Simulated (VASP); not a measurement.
Write the native input for VASP 6.6.1 that does the following.

```
Task                   : single point
Functional             : PBEsol
Potentials or basis    : VASP PAW PBE potentials, release 64 (Re)
Cutoff                 : 520 eV
k mesh                 : 20 × 20 × 20
Occupations            : gaussian, width 0.15 eV
Spin                   : no spin polarisation
Dipole correction      : no
Further INCAR settings : ALGO = Fast; EDIFF = 1e-06; NBANDS = 10
```

The structure of Re lies in POSCAR:

```
Re
1.0
    0.0000000000      1.8762500000      2.0243750000
    1.8762500000      0.0000000000      2.0243750000
    1.8762500000      1.8762500000      0.0000000000
Re
1
Direct
    0.0000000000      0.0000000000      0.0000000000
```

This cell differs from its parent crystal: strain -0.050 along x and y, +0.025 along z.

The input as run:

INCAR

```
SYSTEM = Re
PREC = Accurate
ENCUT = 520
EDIFF = 1E-6
ISMEAR = 0
SIGMA = 0.15
LREAL = .False.
LASPH = .True.
NELM = 60
ALGO = Fast
ISIF = 2
LWAVE = .False.
LCHARG = .True.
GGA = PS
LELF = .True.
LVHAR = .True.
NBANDS = 10
```

KPOINTS

```
Automatic mesh
0
Gamma
  20 20 20
  0 0 0
```

Potentials or basis: VASP PAW PBE potentials, release 64 (Re).

Command:

```bash
$ cat potpaw_PBE.64/Re/POTCAR > POTCAR
$ mpirun -np 1 vasp_std > vasp.out
```

It gave:

```yaml
Pressure: 11.1 GPa
Band_gap_on_the_k_mesh: zero (an odd number of electrons rules out a gap without spin polarisation)
```

Caveat: the cell differs from its parent crystal (strain -0.050 along x and y, +0.025 along z); the cell stands under pressure; the PAW data sets were made with another functional, which shifts forces and pressure a little; spin-orbit coupling is left out, which moves the levels of the heavy elements.

Wall time 34 s on 1 thread of Intel(R) Xeon(R) 6975P-C (Granite Rapids) (shared host), peak memory 0.22 GiB.
